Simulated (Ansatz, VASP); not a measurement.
# CdF2 in VASP and in Ansatz

```xyz
3
Lattice="0.0000 2.6104 2.6104 2.6104 0.0000 2.6104 2.6104 2.6104 0.0000" Properties=species:S:1:pos:R:3 pbc="T T T"
Cd    0.0000    0.0000    0.0000
F     1.3052    1.3052    1.3052
F     3.9156    3.9156    3.9156
```

Change from the starting cell: hydrostatic strain -2.7%.

Alike in both runs: task single point; functional r2SCAN; k mesh 8 × 8 × 8; no spin polarisation.

```csv
,VASP,Ansatz
version,VASP 6.6.1,Ansatz 0.2.0
potentials or method,"VASP PAW PBE potentials, release 64 (Cd, F)","plane waves, PAW"
plane-wave cutoff (eV),520,500
occupations,"gaussian, width 0.01 eV",fixed
valence electrons in the cell,26,34
```

|  | VASP | Ansatz | Ansatz less VASP |
| --- | --- | --- | --- |
| gap on the k mesh at the Fermi level (eV) | 4.09 | 4.14 | +0.052 |
| pressure (GPa) | 15.2 | 13.4 | -1.73 |

VASP's potentials were made for PBE, not for r2SCAN. VASP's potentials hold 26 valence electrons a cell and Ansatz's 34, so a difference there can come from the potentials and not from the codes.
